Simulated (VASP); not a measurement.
A run of VASP 6.6.1:

File INCAR:

```
SYSTEM = Cs
ALGO = Normal
EDIFF = 1E-6
ENCUT = 520
GGA = PS
ISIF = 2
ISMEAR = -1
LASPH = .TRUE.
LCHARG = .FALSE.
LREAL = .FALSE.
LWAVE = .FALSE.
NBANDS = 10
NELM = 60
PREC = Accurate
SIGMA = 0.05
```

The input KPOINTS:

```
k-points
0
G
  6 6 6
  0 0 0
```

File POSCAR:

```
Cs
1.0
   -3.1491839769      3.1491839769      3.1491839769
    3.1491839769     -3.1491839769      3.1491839769
    3.1491839769      3.1491839769     -3.1491839769
Cs
1
Direct
    0.0000000000      0.0000000000      0.0000000000
```

Potentials or basis: VASP PAW PBE potentials, release 64 (Cs_sv).

Run with:

```console
$ cat potpaw_PBE.64/Cs_sv/POTCAR > POTCAR
$ mpirun -np 1 vasp_std > vasp.out
```

Hardware: 1 thread of Intel(R) Xeon(R) Platinum 8259CL CPU @ 2.50GHz (Skylake/Cascade Lake), on a shared host.

Q: Estimate the wall time of this run.

A: It took 18 s on 1 thread of Intel(R) Xeon(R) Platinum 8259CL CPU @ 2.50GHz (Skylake/Cascade Lake), on a shared host, peak memory 0.23 GiB. Counts: scf iterations 10, k points 16.
